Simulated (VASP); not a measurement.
Crystal: AlNi3.

```
CELL_PARAMETERS angstrom
0.00000 2.92472 2.92472
2.92472 0.00000 2.92472
2.92472 2.92472 0.00000
ATOMIC_POSITIONS crystal
Al 0.50000 0.50000 0.50000
Ni 0.25000 0.25000 0.25000
Ni 0.00000 0.00000 0.00000
Ni 0.75000 0.75000 0.75000
```

Base run:

```yaml
Program: VASP 6.6.1
Functional: LDA
Potentials_or_basis: VASP PAW LDA potentials, release 64 (Al, Ni)
Cutoff: 520 eV
k_mesh: 14 × 14 × 14
Occupations: gaussian, width 0.15 eV
Spin: collinear spin, ferromagnetic start
Starting_moments: "[0.0, 0.625, 0.625, 0.625] μB"
Fixed_moment: 1.875 μB
```

Its results: pressure -22.2 GPa; site moments Al +0.02; Ni +0.55, +0.69 (each value once) μB.

Q: The run is repeated on the same cell with these changes: fixed moment from 1.875 μB to 2.625 μB; moments at the start from [0.0, 0.62, 0.62, 0.62] to [0.0, 0.88, 0.88, 0.88]. What comes out?

A: Pressure -20.5 GPa; site moments Al +0.04; Ni +0.76, +0.90 (each value once) μB.

Caveats: the cell stands under tension; the total moment is fixed, so each spin has its own Fermi level and the state may be an excited one.
